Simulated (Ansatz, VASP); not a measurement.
SiC in VASP and in Ansatz

```
CELL_PARAMETERS angstrom
3.01321 0.00000 0.00000
-1.50660 2.60951 0.00000
0.00000 0.00000 4.94495
ATOMIC_POSITIONS crystal
Si 0.66667 0.33333 0.50000
Si 0.33333 0.66667 0.00000
C 0.66667 0.33333 0.88500
C 0.33333 0.66667 0.38500
```

Alike in both runs: task single point; functional SVWN5; k mesh 10 × 10 × 5; occupations fermi-dirac, width 0.05 eV; no spin polarisation.

|  | VASP | Ansatz |
| --- | --- | --- |
| version | VASP 6.6.1 | Ansatz 0.2.0 |
| potentials or method | VASP PAW PBE potentials, release 64 (Si, C) | Ansatz PAW |
| plane-wave cutoff (eV) | 520 | 420 |
| valence electrons in the cell | 16 | 16 |

Ansatz gave:

- gap on the k mesh at the Fermi level (eV): 2.27
- least direct gap on the mesh (eV): 4.12
- pressure (GPa): 10.8
- traceless stress, the component that is largest in VASP (GPa): -4.66
- rms of the force components (eV/Å): 0.482

Problem. What did VASP give for the same quantities?

Solution. gap on the k mesh at the Fermi level (eV): 2.26; least direct gap on the mesh (eV): 4.12; pressure (GPa): 12.4; traceless stress, the component that is largest in VASP (GPa): -4.77; rms of the force components (eV/Å): 0.488.

VASP's potentials were made for PBE, not for SVWN5. Atom by atom the forces differ by 0.006 eV/Å (rms over components).

Noted on Ansatz's run: odd divisions of the mesh miss points on the zone boundary, where band edges often lie, so the gap on the mesh can be too wide.
